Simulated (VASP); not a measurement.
# Na (C2/m) in VASP: notebook, part 2 of 3

VASP 6.6.1. The steps go on from the part before.

### Step 3. Single point, LDA

This run uses another cell than the first one, of 33.01 Å³/atom.

Input file INCAR:

```
SYSTEM = Na
ALGO = Fast
EDIFF = 1E-6
ENCUT = 520
ISIF = 2
ISMEAR = 0
LASPH = .TRUE.
LCHARG = .FALSE.
LREAL = .FALSE.
LWAVE = .FALSE.
NBANDS = 10
NELM = 60
PREC = Accurate
SIGMA = 0.15
```

Input file KPOINTS:

```
k-points
0
G
  18 18 18
  0 0 0
```

Input file POSCAR:

```
Na
1.0
   -2.0496327326      1.7700037294      2.5420818476
    1.7700037294     -2.0496327326      2.5420818476
    1.8505047654      1.8505047654     -2.7412098148
Na
1
Direct
    0.0000000000      0.0000000000      0.0000000000
```

Potentials or basis: VASP PAW LDA potentials, release 64 (Na_pv).

Started as:

```console
cat potpaw_LDA.64/Na_pv/POTCAR > POTCAR
mpirun -np 1 vasp_std > vasp.out
```

OUTCAR:

```text
SYSTEM = Na
   EDIFF = 1E-6
   ENCUT = 520
   ISIF = 2
   ISMEAR = 0
   LASPH = .TRUE.
   LREAL = .FALSE.
   NELM = 60
   PREC = Accurate

 ion  position               nearest neighbor table
   1  0.000  0.000  0.000-

  Warning from LATTYP: Got some problem with cell dimensions!
  Tried to take original basis but could not verify dimensions!
  LATTYP: Found a base centered monoclinic cell.
 ALAT       =     4.8549250477
 B/A-ratio  =     1.1126395639
 C/A-ratio  =     0.6650433665
 COS(beta)  =    -0.6262113711

  Lattice vectors:

 A1 = (  -3.6205084948,   0.1991279672,   0.1991279672)
 A2 = (   0.1991279672,  -3.6205084948,   0.1991279672)
 A3 = (   1.5708757622,   1.5708757622,   2.3429538804)

Analysis of symmetry for initial positions (statically):
=====================================================================
 Subroutine PRICEL returns:
 Original cell was already a primitive cell.

 Routine SETGRP: Setting up the symmetry group for a
 base centered monoclinic supercell.

 Subroutine GETGRP returns: Found  4 space group operations
 (whereof  4 operations were pure point group operations)
 out of a pool of  4 trial point group operations.

[... 167 lines left out ...]

 k-point     1 :       0.0000    0.0000    0.0000
  band No.  band energies     occupation
      1     -24.3829      2.00000
      2     -24.3821      2.00000
      3     -24.3795      2.00000
      4      -3.0308      2.00000
      5      10.7660      0.00000
      6      11.7252      0.00000
      7      12.1886      0.00000
      8      12.2860      0.00000
      9      14.4363      0.00000
     10      15.2200      0.00000
[... 287 lines left out ...]
 k-point    24 :      -0.2222    0.0556    0.0000
  band No.  band energies     occupation
      1     -24.4051      2.00000
      2     -24.3883      2.00000
      3     -24.3839      2.00000
      4      -2.2062      2.00000
      5       8.7418      0.00000
      6       9.5903      0.00000
      7      10.6528      0.00000
      8      12.2529      0.00000
      9      14.1729      0.00000
     10      14.7946      0.00000

 [... further k-points ...]

------------------------ aborting loop because EDIFF is reached ----------------------------------------

  FORCE on cell =-STRESS in cart. coord.  units (eV):
  Direction    XX          YY          ZZ          XY          YZ          ZX
  --------------------------------------------------------------------------------------
  -------------------------------------------------------------------------------------
  Total       -0.0159792     -0.0159792      0.0691429      0.0642228      0.1991732      0.1991732
  in kB       -0.7756052     -0.7756052      3.3560963      3.1172819      9.6675805      9.6675818
  external PRESSURE =       0.6016286 kB  Pullay stress =       0.0000000 kB

 VOLUME and BASIS-vectors are now :
 -----------------------------------------------------------------------------
  energy-cutoff  :      520.00
  volume of cell :       33.01
      direct lattice vectors                 reciprocal lattice vectors
    -2.049632733  1.770003729  2.542081848     0.027700241  0.289505261  0.214135485
     1.770003729 -2.049632733  2.542081848     0.289505261  0.027700241  0.214135485
     1.850504765  1.850504765 -2.741209815     0.294162944  0.294162944  0.032357924

 POSITION                                       TOTAL-FORCE (eV/Angst)
 -----------------------------------------------------------------------------------
      0.00000      0.00000      0.00000         0.000000     -0.000000      0.000000
 -----------------------------------------------------------------------------------
    total drift:                               -0.000000     -0.000000     -0.000000

  FREE ENERGIE OF THE ION-ELECTRON SYSTEM (eV)
  ---------------------------------------------------
  free  energy   TOTEN  =        -1.4326172899 eV

  energy  without entropy=       -1.4272989505  energy(sigma->0) =       -1.42995812
```

stdout:

```text
POSCAR found type information on POSCAR Na
 POSCAR found :  1 types and       1 ions
 scaLAPACK will be used
 LDA part: xc-table for (Slater(with rela. corr.)+CA(PZ))
 , standard interpolation
 POSCAR, INCAR and KPOINTS ok, starting setup
 FFT: planning ... GRIDC
 FFT: planning ... GRID_SOFT
 FFT: planning ... GRID
 WAVECAR not read
 entering main loop
WARNING in EDDRMM: call to ZHEGV failed, returncode =   8  4     10
WARNING in EDDRMM: call to ZHEGV failed, returncode =   6  3     10
WARNING in EDDRMM: call to ZHEGV failed, returncode =   8  4      9
WARNING in EDDRMM: call to ZHEGV failed, returncode =   6  3      9
```

It took 2.8 min on 1 thread of Intel Xeon 6975P-C (Granite Rapids), shared host; peak memory 0.47 GiB.

What came out:

| Quantity | Value |
| --- | --- |
| Free energy | -1.4326 eV |
| Pressure | 0.1 GPa |
| Band gap on the k mesh | zero (an odd number of electrons rules out a gap without spin polarisation) |

### Step 4. Single point, LDA

This run uses another cell than the first one, of 33.03 Å³/atom.

Input file INCAR:

```
PREC = Accurate
ENCUT = 520
EDIFF = 1E-6
ISMEAR = 0
SIGMA = 0.15
LREAL = False
LASPH = True
NELM = 80
ALGO = Fast
ISIF = 2
LWAVE = False
LCHARG = False
GGA = CA
NBANDS = 10
```

Input file KPOINTS:

```
regular mesh
0
Gamma
  18 18 18
```

Input file POSCAR:

```
Na
1.0
   -1.5708757622      1.8505047654      2.5420818476
    1.8505047654     -1.5708757622      2.5420818476
    1.7700037294      1.7700037294     -2.3429538804
Na
1
Direct
    0.0000000000      0.0000000000      0.0000000000
```

Potentials or basis: VASP PAW LDA potentials, release 64 (Na_pv).

Started as:

```console
cat potpaw_LDA.64/Na_pv/POTCAR > POTCAR
mpirun -np 1 vasp_std > vasp.out
```

OUTCAR:

```text
PREC = Accurate
   ENCUT = 520
   EDIFF = 1E-6
   ISMEAR = 0
   LREAL = False
   LASPH = True
   NELM = 80
   ISIF = 2
   GGA = CA

 ion  position               nearest neighbor table
   1  0.000  0.000  0.000-

  LATTYP: Found a base centered monoclinic cell.
 ALAT       =     5.0995200988
 B/A-ratio  =     0.9488270760
 C/A-ratio  =     0.6723366698
 COS(beta)  =    -0.6246829216

  Lattice vectors:

 A1 = (  -1.5708757622,   1.8505047654,   2.5420818476)
 A2 = (   1.8505047654,  -1.5708757622,   2.5420818476)
 A3 = (   1.7700037294,   1.7700037294,  -2.3429538804)

Analysis of symmetry for initial positions (statically):
=====================================================================
 Subroutine PRICEL returns:
 Original cell was already a primitive cell.

 Routine SETGRP: Setting up the symmetry group for a
 base centered monoclinic supercell.

 Subroutine GETGRP returns: Found  4 space group operations
 (whereof  4 operations were pure point group operations)
 out of a pool of  4 trial point group operations.

The static configuration has the point symmetry C_2h.

Analysis of symmetry for dynamics (positions and initial velocities):
=====================================================================
 Subroutine PRICEL returns:
 Original cell was already a primitive cell.

 Routine SETGRP: Setting up the symmetry group for a
 base centered monoclinic supercell.

 Subroutine GETGRP returns: Found  4 space group operations
 (whereof  4 operations were pure point group operations)
 out of a pool of  4 trial point group operations.

The dynamic configuration has the point symmetry C_2h.

 Subroutine INISYM returns: Found  4 space group operations
 (whereof  4 operations are pure point group operations),
 and found     1 'primitive' translations

----------------------------------------------------------------------------------------

                                     Primitive cell

  volume of cell :      33.0305

  direct lattice vectors                    reciprocal lattice vectors
    -1.570875762  1.850504765  2.542081848    -0.024795406  0.267484272  0.183341295
     1.850504765 -1.570875762  2.542081848     0.267484272 -0.024795406  0.183341295
     1.770003729  1.770003729 -2.342953880     0.263315026  0.263315026 -0.028964653

  length of vectors
     3.514854004  3.514854004  3.428594361     0.325233268  0.325233268  0.373508442

  position of ions in fractional coordinates (direct lattice)
     0.000000000  0.000000000  0.000000000

  ion indices of the primitive-cell ions
   primitive index   ion index
                 1           1

----------------------------------------------------------------------------------------

 KPOINTS: regular mesh

Automatic generation of k-mesh.
 Grid dimensions read from file:
 generate k-points for:   18   18   18

 Generating k-lattice:

  Cartesian coordinates                     Fractional coordinates (reciprocal lattice)
    -0.001377523  0.014860237  0.010185627     0.055555556 -0.000000000  0.000000000
     0.014860237 -0.001377523  0.010185627    -0.000000000  0.055555556  0.000000000
     0.014628613  0.014628613 -0.001609147     0.000000000  0.000000000  0.055555556

  Length of vectors
     0.018068515  0.018068515  0.020750469

  Shift w.r.t. Gamma in fractional coordinates (k-lattice)
     0.000000000  0.000000000  0.000000000

 Subroutine IBZKPT returns following result:
 ===========================================

 Found   1550 irreducible k-points:

 Following reciprocal coordinates:
            Coordinates               Weight
  0.000000  0.000000  0.000000      1.000000
  0.055556  0.000000  0.000000      4.000000
  0.111111  0.000000  0.000000      4.000000
  0.166667  0.000000  0.000000      4.000000
  0.222222 -0.000000  0.000000      4.000000
  0.277778  0.000000 -0.000000      4.000000
[... 16 lines left out ...]
 -0.277778  0.055556 -0.000000      4.000000
 -0.222222  0.055556 -0.000000      4.000000
 [... further k-points ...]
   k-points           NKPTS =   1550   k-points in BZ     NKDIM =   1550   number of bands    NBANDS=     10
   number of dos      NEDOS =    301   number of ions     NIONS =      1
   total plane-waves  NPLWV =  21952
   dimension x,y,z NGX =    28 NGY =   28 NGZ =   28
   dimension x,y,z NGXF=    56 NGYF=   56 NGZF=   56
   ions per type =               1
   NGX,Y,Z   is equivalent  to a cutoff of  13.24, 13.24, 13.58 a.u.
   NGXF,Y,Z  is equivalent  to a cutoff of  26.49, 26.49, 27.15 a.u.
 SYSTEM =  unknown system
   PREC   = accura    normal or accurate (medium, high low for compatibility)
   ISTART =      0    job   : 0-new  1-cont  2-samecut
   ICHARG =      2    charge: 1-file 2-atom 10-const
   ISPIN  =      1    spin polarized calculation?
   LNONCOLLINEAR =      F non collinear calculations
   LSORBIT =      F    spin-orbit coupling
   LASPH  =      T    aspherical Exc in radial PAW
   ENCUT  =  520.0 eV  38.22 Ry    6.18 a.u.   6.54  6.54  6.37*2*pi/ulx,y,z
   NELM   =     80;   NELMIN=  2; NELMDL= -5     # of ELM steps
   EDIFF  = 0.1E-05   stopping-criterion for ELM
   LREAL  =      F    real-space projection
[... 7 lines left out ...]
   TEBEG  =    0.0;   TEEND  =   0.0 temperature during run
   PSTRESS=    0.0 pullay stress
   NELECT =       7.0000    total number of electrons
   NUPDOWN=      -1.0000    fix difference up-down
   EMIN   =  10.00;   EMAX   =-10.00  energy-range for DOS
   EFERMI =   0.00;   METHOD = LEGACY
   ISMEAR =     0;   SIGMA  =   0.15  broadening in eV -4-tet -1-fermi 0-gaus
   EFERMI_NEDOS =   21; number of points for ismear=-14 and -15
   IALGO  =     68    algorithm
   IMIX   =      4    mixing-type and parameters
     AMIX     =   0.40;   BMIX     =  1.00
     AMIX_MAG =   1.60;   BMIX_MAG =  1.00
  volume/ion in A,a.u.               =      33.03       222.90
  Fermi-wavevector in a.u.,A,eV,Ry     =   0.976043  1.844454 12.961734  0.952661
  Thomas-Fermi vector in A             =   2.106631
   LORBIT       =      0    0 simple, 1 ext, 2 COOP (PROOUT), +10 PAW based schemes
   GGA     = CA    functional components
   LHFCALC =     F    Hartree Fock is set to
   AEXX    =    0.0000 exact exchange contribution
   IVDW    =     0    specifies the selected vdW correction
   LEPSILON=     F    determine dielectric tensor
   LRPA    =     F    only Hartree local field effects (RPA)
 non-spin polarized calculation
 RMM-DIIS sequential band-by-band and
 Gauss-broadening in eV      SIGMA  =   0.15
  energy-cutoff  :      520.00
  volume of cell :       33.03
 maximum number of plane-waves:       906
 NGX is ok and might be reduce to    28
   NGX = 13   NGY = 13   NGZ = 13

 number of electron       6.9999995 magnetization

 Free energy of the ion-electron system (eV)
  ---------------------------------------------------
  ext. energy  EPLUGINS =         0.00000000
  ---------------------------------------------------
  free energy    TOTEN  =        -1.44320482 eV

  energy without entropy =       -1.43812317  energy(sigma->0) =       -1.44066399

 E-fermi :   0.5115     XC(G=0):  -7.0583

 val. band max:        0.5095531452   @ k =   0.2778   0.2778   0.0556
 cond. band min:       0.5117243884   @ k =   0.5000   0.0000   0.0556
 fundamental gap:      0.0021712432
 Fermi energy:         0.5115052182

 k-point     1 :       0.0000    0.0000    0.0000
  band No.  band energies     occupation
      1     -24.3700      2.00000
      2     -24.3699      2.00000
      3     -24.3694      2.00000
      4      -3.0328      2.00000
      5      10.7991      0.00000
      6      12.1490      0.00000
      7      12.4283      0.00000
      8      12.5625      0.00000
      9      13.8625      0.00000
     10      15.6741      0.00000

 k-point     2 :       0.0556    0.0000    0.0000
  band No.  band energies     occupation
      1     -24.3713      2.00000
      2     -24.3702      2.00000
      3     -24.3696      2.00000
      4      -2.9818      2.00000
      5      10.1276      0.00000
      6      11.6635      0.00000
      7      12.5918      0.00000
      8      13.6100      0.00000
      9      13.7484      0.00000
     10      15.3293      0.00000
[... 274 lines left out ...]
 k-point    24 :      -0.2222    0.0556   -0.0000
  band No.  band energies     occupation
      1     -24.3902      2.00000
      2     -24.3737      2.00000
      3     -24.3700      2.00000
      4      -2.2498      2.00000
      5       6.5391      0.00000
      6      11.6407      0.00000
      7      12.3606      0.00000
      8      13.1055      0.00000
      9      13.8970      0.00000
     10      14.6358      0.00000

 [... further k-points ...]

------------------------ aborting loop because EDIFF is reached ----------------------------------------

  FORCE on cell =-STRESS in cart. coord.  units (eV):
  Direction    XX          YY          ZZ          XY          YZ          ZX
  --------------------------------------------------------------------------------------
  -------------------------------------------------------------------------------------
  Total       -0.0163629     -0.0163629      0.0447440      0.0065948     -0.1264175     -0.1264175
  in kB       -0.7937001     -0.7937001      2.1703536      0.3198852     -6.1320035     -6.1320034
  external PRESSURE =       0.1943178 kB  Pullay stress =       0.0000000 kB

 VOLUME and BASIS-vectors are now :
 -----------------------------------------------------------------------------
  energy-cutoff  :      520.00
  volume of cell :       33.03
      direct lattice vectors                 reciprocal lattice vectors
    -1.570875762  1.850504765  2.542081848    -0.024795406  0.267484272  0.183341295
     1.850504765 -1.570875762  2.542081848     0.267484272 -0.024795406  0.183341295
     1.770003729  1.770003729 -2.342953880     0.263315026  0.263315026 -0.028964653

 POSITION                                       TOTAL-FORCE (eV/Angst)
 -----------------------------------------------------------------------------------
      0.00000      0.00000      0.00000         0.000000     -0.000000      0.000000
 -----------------------------------------------------------------------------------
    total drift:                               -0.000000     -0.000000     -0.000000

  FREE ENERGIE OF THE ION-ELECTRON SYSTEM (eV)
  ---------------------------------------------------
  free  energy   TOTEN  =        -1.4432048210 eV

  energy  without entropy=       -1.4381231678  energy(sigma->0) =       -1.44066399
```

Run time: 2.9 min. Hardware: 1 thread of Intel Xeon 6975P-C (Granite Rapids), shared host; peak memory 0.47 GiB.

What came out:

```
Free energy            : -1.4432 eV
Pressure               : 0.0 GPa
Band gap on the k mesh : zero (an odd number of electrons rules out a gap without spin polarisation)
```

(Part 2 of 3 ends here.)
